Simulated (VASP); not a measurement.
# Ca4Br (P6/mmm) in VASP: single point with PBE

Aim: the single point of Ca4Br with PBE.

All numbers are computed with VASP 6.6.1; they aren't measurements. Logs are shortened: lines on timing, memory, paths and dates and some standing lists are left out, and cuts for length are marked.

## Step 1: The cell of the first run

Symmetry: P6/mmm, No. 191, hexagonal system. Conventional cell: a = 5.904 Å, b = 5.904 Å, c = 5.004 Å, α = 90.00°, β = 90.00°, γ = 120.00°. Ca (site symmetry mmm) has 6 Ca at 2.95 Å and 4 Br at 3.87 Å within 3.9 Å. Within 3.3 Å of Ca (site symmetry 6/mmm) lie 2 Br at 2.50 Å and 6 Ca at 2.95 Å. Within 3.3 Å of Br (site symmetry 6/mmm) lie 2 Ca at 2.50 Å.

## Step 2: Single point, PBE

Contents of INCAR:

```
SYSTEM = Ca4Br
  PREC = Accurate
  ENCUT = 520
  EDIFF = 1E-7
  ISMEAR = 0
  SIGMA = 0.1
  LREAL = .FALSE.
  LASPH = .TRUE.
  NELM = 100
  ALGO = Normal
  ISIF = 2
  LWAVE = .FALSE.
  LCHARG = .FALSE.
  GGA = PE
  NBANDS = 32
```

Contents of KPOINTS:

```
Automatic mesh
0
G
  3 3 4
  0 0 0
```

Contents of POSCAR:

```
Ca4Br
1.0
    5.9039493900      0.0000000000      0.0000000000
   -2.9519746900      5.1129701500      0.0000000000
    0.0000000000      0.0000000000      5.0035247000
Ca Br
4 1
Direct
    0.5000000000      0.0000000000      0.5000000000
    0.0000000000      0.5000000000      0.5000000000
    0.5000000000      0.5000000000      0.5000000000
    0.0000000000      0.0000000000      0.5000000000
    0.0000000000      0.0000000000      0.0000000000
```

Potentials or basis: VASP PAW PBE potentials, release 64 (Ca_sv, Br).

On the command line:

```console
cat potpaw_PBE.64/Ca_sv/POTCAR potpaw_PBE.64/Br/POTCAR > POTCAR
mpirun -np 1 vasp_std > vasp.out
```

OUTCAR:

```text
SYSTEM = Ca4Br
   PREC = Accurate
   ENCUT = 520
   EDIFF = 1E-7
   ISMEAR = 0
   LREAL = .FALSE.
   LASPH = .TRUE.
   NELM = 100
   ISIF = 2
   GGA = PE

 ion  position               nearest neighbor table
   1  0.500  0.000  0.500-   3 2.95   3 2.95   2 2.95   2 2.95   4 2.95   4 2.95
   2  0.000  0.500  0.500-   4 2.95   4 2.95   1 2.95   1 2.95   3 2.95   3 2.95
   3  0.500  0.500  0.500-   1 2.95   1 2.95   4 2.95   4 2.95   2 2.95   2 2.95
   4  0.000  0.000  0.500-   5 2.50   5 2.50   2 2.95   2 2.95   3 2.95   3 2.95   1 2.95   1 2.95

   5  0.000  0.000  0.000-   4 2.50   4 2.50

  LATTYP: Found a hexagonal cell.
 ALAT       =     5.9039493900
 C/A-ratio  =     0.8474877357

  Lattice vectors:

 A1 = (   5.9039493900,   0.0000000000,   0.0000000000)
 A2 = (  -2.9519746900,   5.1129701500,   0.0000000000)
 A3 = (   0.0000000000,   0.0000000000,   5.0035247000)

Analysis of symmetry for initial positions (statically):
=====================================================================
 Subroutine PRICEL returns:
 Original cell was already a primitive cell.

 Routine SETGRP: Setting up the symmetry group for a
 hexagonal supercell.

 Subroutine GETGRP returns: Found 24 space group operations
 (whereof 24 operations were pure point group operations)
 out of a pool of 24 trial point group operations.

The static configuration has the point symmetry D_6h.

Analysis of symmetry for dynamics (positions and initial velocities):
=====================================================================
 Subroutine PRICEL returns:
 Original cell was already a primitive cell.

 Routine SETGRP: Setting up the symmetry group for a
 hexagonal supercell.

 Subroutine GETGRP returns: Found 24 space group operations
 (whereof 24 operations were pure point group operations)
 out of a pool of 24 trial point group operations.

The dynamic configuration has the point symmetry D_6h.

 Subroutine INISYM returns: Found 24 space group operations
 (whereof 24 operations are pure point group operations),
 and found     1 'primitive' translations

----------------------------------------------------------------------------------------

                                     Primitive cell

  volume of cell :     151.0400

  direct lattice vectors                    reciprocal lattice vectors
     5.903949390  0.000000000  0.000000000     0.169378146  0.097790518  0.000000000
    -2.951974690  5.112970150  0.000000000     0.000000000  0.195581036  0.000000000
     0.000000000  0.000000000  5.003524700     0.000000000  0.000000000  0.199859111

  length of vectors
     5.903949390  5.903949384  5.003524700     0.195581036  0.195581036  0.199859111

  position of ions in fractional coordinates (direct lattice)
     0.500000000  0.000000000  0.500000000
     1.000000000  0.500000000  0.500000000
     0.500000000  0.500000000  0.500000000
     0.000000000  0.000000000  0.500000000
     0.000000000  0.000000000  0.000000000

  ion indices of the primitive-cell ions
   primitive index   ion index
                 1           1
                 2           2
                 3           3
                 4           4
                 5           5

----------------------------------------------------------------------------------------

 KPOINTS: Automatic mesh

Automatic generation of k-mesh.
 Grid dimensions read from file:
 generate k-points for:    3    3    4

 Generating k-lattice:

  Cartesian coordinates                     Fractional coordinates (reciprocal lattice)
     0.056459382  0.032596839  0.000000000     0.333333333 -0.000000000  0.000000000
     0.000000000  0.065193679  0.000000000     0.000000000  0.333333333  0.000000000
     0.000000000  0.000000000  0.049964778     0.000000000  0.000000000  0.250000000

  Length of vectors
     0.065193679  0.065193679  0.049964778

  Shift w.r.t. Gamma in fractional coordinates (k-lattice)
     0.000000000  0.000000000  0.000000000

 Subroutine IBZKPT returns following result:
 ===========================================

 Found      9 irreducible k-points:

 Following reciprocal coordinates:
            Coordinates               Weight
  0.000000  0.000000  0.000000      1.000000
  0.333333 -0.000000  0.000000      6.000000
  0.333333  0.333333  0.000000      2.000000
  0.000000  0.000000  0.250000      2.000000
  0.333333 -0.000000  0.250000     12.000000
  0.333333  0.333333  0.250000      4.000000
  0.000000  0.000000  0.500000      1.000000
  0.333333 -0.000000  0.500000      6.000000
  0.333333  0.333333  0.500000      2.000000
   k-points           NKPTS =      9   k-points in BZ     NKDIM =      9   number of bands    NBANDS=     32
   number of dos      NEDOS =    301   number of ions     NIONS =      5
   total plane-waves  NPLWV =  92160
   dimension x,y,z NGX =    48 NGY =   48 NGZ =   40
   dimension x,y,z NGXF=    96 NGYF=   96 NGZF=   80
   ions per type =               4   1
   NGX,Y,Z   is equivalent  to a cutoff of  13.52, 13.52, 13.29 a.u.
   NGXF,Y,Z  is equivalent  to a cutoff of  27.03, 27.03, 26.58 a.u.
 SYSTEM =  Ca4Br
   PREC   = accura    normal or accurate (medium, high low for compatibility)
   ISTART =      0    job   : 0-new  1-cont  2-samecut
   ICHARG =      2    charge: 1-file 2-atom 10-const
   ISPIN  =      1    spin polarized calculation?
   LNONCOLLINEAR =      F non collinear calculations
   LSORBIT =      F    spin-orbit coupling
   LASPH  =      T    aspherical Exc in radial PAW
   ENCUT  =  520.0 eV  38.22 Ry    6.18 a.u.  10.98 10.98  9.30*2*pi/ulx,y,z
   NELM   =    100;   NELMIN=  2; NELMDL= -5     # of ELM steps
   EDIFF  = 0.1E-06   stopping-criterion for ELM
   LREAL  =      F    real-space projection
   EDIFFG = 0.1E-05   stopping-criterion for IOM
   NSW    =      0    number of steps for IOM
   IBRION =     -1    ionic relax: 0-MD 1-quasi-New 2-CG
   NFREE  =      0    steps in history (QN), initial steepest desc. (CG)
   ISIF   =      2    stress and relaxation
   ISYM   =      2    0-nonsym 1-usesym 2-fastsym
   POTIM  = 0.5000    time-step for ionic-motion
   TEBEG  =    0.0;   TEEND  =   0.0 temperature during run
   PSTRESS=    0.0 pullay stress
   NELECT =      47.0000    total number of electrons
   NUPDOWN=      -1.0000    fix difference up-down
   EMIN   =  10.00;   EMAX   =-10.00  energy-range for DOS
   EFERMI =   0.00;   METHOD = LEGACY
   ISMEAR =     0;   SIGMA  =   0.10  broadening in eV -4-tet -1-fermi 0-gaus
   EFERMI_NEDOS =   21; number of points for ismear=-14 and -15
   IALGO  =     38    algorithm
   IMIX   =      4    mixing-type and parameters
     AMIX     =   0.40;   BMIX     =  1.00
     AMIX_MAG =   1.60;   BMIX_MAG =  1.00
  volume/ion in A,a.u.               =      30.21       203.85
  Fermi-wavevector in a.u.,A,eV,Ry     =   1.109371  2.096407 16.744745  1.230704
  Thomas-Fermi vector in A             =   2.245910
   LORBIT       =      0    0 simple, 1 ext, 2 COOP (PROOUT), +10 PAW based schemes
   GGA     = PE    functional components
   LHFCALC =     F    Hartree Fock is set to
   AEXX    =    0.0000 exact exchange contribution
   IVDW    =     0    specifies the selected vdW correction
   LEPSILON=     F    determine dielectric tensor
   LRPA    =     F    only Hartree local field effects (RPA)
 non-spin polarized calculation
 Gauss-broadening in eV      SIGMA  =   0.10
  energy-cutoff  :      520.00
  volume of cell :      151.04
 maximum number of plane-waves:      4085
 NGX is ok and might be reduce to    48
   NGX = 21   NGY = 21   NGZ = 19

 number of electron      46.9999993 magnetization

 Free energy of the ion-electron system (eV)
  ---------------------------------------------------
  ext. energy  EPLUGINS =         0.00000000
  ---------------------------------------------------
  free energy    TOTEN  =        -3.65143816 eV

  energy without entropy =       -3.58233639  energy(sigma->0) =       -3.61688728

 E-fermi :   3.5827     XC(G=0):  -8.4774

 val. band max:        3.5809606681   @ k =   0.3333  -0.0000   0.2500
 cond. band min:       3.5972544470   @ k =   0.0000   0.0000   0.2500
 fundamental gap:      0.0162937789
 Fermi energy:         3.5826636922

 k-point     1 :       0.0000    0.0000    0.0000
  band No.  band energies     occupation
      1     -37.9674      2.00000
      2     -37.7475      2.00000
      3     -37.7475      2.00000
      4     -37.1103      2.00000
      5     -19.6909      2.00000
      6     -19.5531      2.00000
[... 24 lines left out ...]
     31       5.7570      0.00000
     32       6.6101      0.00000

 k-point     2 :       0.3333   -0.0000    0.0000
  band No.  band energies     occupation
      1     -37.9163      2.00000
      2     -37.7937      2.00000
      3     -37.7478      2.00000
      4     -37.1190      2.00000
      5     -19.5070      2.00000
      6     -19.3583      2.00000
[... 24 lines left out ...]
     31       5.9189      0.00000
     32       5.9353      0.00000

 k-point     3 :       0.3333    0.3333    0.0000
  band No.  band energies     occupation
      1     -37.8510      2.00000
      2     -37.8510      2.00000
      3     -37.7536      2.00000
      4     -37.1231      2.00000
      5     -19.2359      2.00000
      6     -19.2359      2.00000
[... 24 lines left out ...]
     31       5.1579      0.00000
     32       5.1579      0.00000

 k-point     4 :       0.0000    0.0000    0.2500
  band No.  band energies     occupation
      1     -37.9674      2.00000
      2     -37.7474      2.00000
      3     -37.7474      2.00000
      4     -37.1099      2.00000
      5     -19.6905      2.00000
      6     -19.5523      2.00000
[... 129 lines left out ...]
     31       6.2993      0.00000
     32       6.6188      0.00000

 k-point     8 :       0.3333   -0.0000    0.5000
  band No.  band energies     occupation
      1     -37.9161      2.00000
      2     -37.7936      2.00000
      3     -37.7477      2.00000
      4     -37.1180      2.00000
      5     -19.5062      2.00000
      6     -19.3567      2.00000
[... 24 lines left out ...]
     31       5.5933      0.00000
     32       5.8307      0.00000

 k-point     9 :       0.3333    0.3333    0.5000
  band No.  band energies     occupation
      1     -37.8509      2.00000
      2     -37.8509      2.00000
      3     -37.7535      2.00000
      4     -37.1222      2.00000
      5     -19.2353      2.00000
      6     -19.2353      2.00000
[... 24 lines left out ...]
     31       4.9992      0.00000
     32       5.9213      0.00000

------------------------ aborting loop because EDIFF is reached ----------------------------------------

  FORCE on cell =-STRESS in cart. coord.  units (eV):
  Direction    XX          YY          ZZ          XY          YZ          ZX
  --------------------------------------------------------------------------------------
  -------------------------------------------------------------------------------------
  Total       21.9586015     21.9586015      7.2163272      0.0000000     -0.0000000      0.0000000
  in kB      232.9288746    232.9288742     76.5481793      0.0000002     -0.0000000      0.0000000
  external PRESSURE =     180.8019760 kB  Pullay stress =       0.0000000 kB

 VOLUME and BASIS-vectors are now :
 -----------------------------------------------------------------------------
  energy-cutoff  :      520.00
  volume of cell :      151.04
      direct lattice vectors                 reciprocal lattice vectors
     5.903949390  0.000000000  0.000000000     0.169378146  0.097790518  0.000000000
    -2.951974690  5.112970150  0.000000000     0.000000000  0.195581036  0.000000000
     0.000000000  0.000000000  5.003524700     0.000000000  0.000000000  0.199859111

 POSITION                                       TOTAL-FORCE (eV/Angst)
 -----------------------------------------------------------------------------------
      2.95197      0.00000      2.50176         0.000000      0.000000      0.000000
     -1.47599      2.55649      2.50176        -0.000000      0.000000      0.000000
      1.47599      2.55649      2.50176         0.000000      0.000000      0.000000
      0.00000      0.00000      2.50176         0.000000      0.000000      0.000000
      0.00000      0.00000      0.00000        -0.000000      0.000000      0.000000
 -----------------------------------------------------------------------------------
    total drift:                                0.000000     -0.000000     -0.000000

  FREE ENERGIE OF THE ION-ELECTRON SYSTEM (eV)
  ---------------------------------------------------
  free  energy   TOTEN  =        -3.6514381624 eV

  energy  without entropy=       -3.5823363926  energy(sigma->0) =       -3.61688728
```

Wall time 1.7 min (1 thread of Intel Xeon 8259CL, shared host); peak memory 0.3 GiB.

What came out:

| Quantity | Value |
| --- | --- |
| Free energy | -3.6514 eV |
| Pressure | 18.1 GPa |

Caveat: the k points lie up to 0.41 Å⁻¹ apart; an odd number of electrons without spin polarisation forces a metal; a magnetic or distorted state may lie lower.
